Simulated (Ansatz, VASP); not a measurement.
**Two plane-wave programs on SrO**

```xyz
2
Lattice="0.0000 2.6983 2.5056 2.6983 0.0000 2.5056 2.6983 2.6983 0.0000" Properties=species:S:1:pos:R:3 pbc="T T T"
Sr    0.0000    0.0000    0.0000
O     2.6983    2.6983    2.5056
```

Change from the starting cell: strain +0.050 along x and y, -0.025 along z, atoms carried along.

Alike in both runs: task single point; functional r2SCAN; k mesh 8 × 8 × 8; occupations gaussian, width 0.05 eV; no spin polarisation.

```csv
,VASP,Ansatz
version,VASP 6.6.1,Ansatz 0.2.0
potentials or method,"VASP PAW PBE potentials, release 64 (Sr_sv, O), cutoff 520 eV","scalar-relativistic, plane waves, PAW"
valence electrons in the cell,16,16
```

Ansatz gave:

* gap on the k mesh at the Fermi level (eV): 3.47
* least direct gap on the mesh (eV): 3.84
* pressure (GPa): -3.9
* traceless stress, the component that is largest in VASP (GPa): 5.45

**Question.** Which values does VASP return?

**Answer.** gap on the k mesh at the Fermi level (eV): 3.42; least direct gap on the mesh (eV): 3.80; pressure (GPa): -3.5; traceless stress, the component that is largest in VASP (GPa): 5.76.

VASP's potentials were made for PBE, not for r2SCAN.
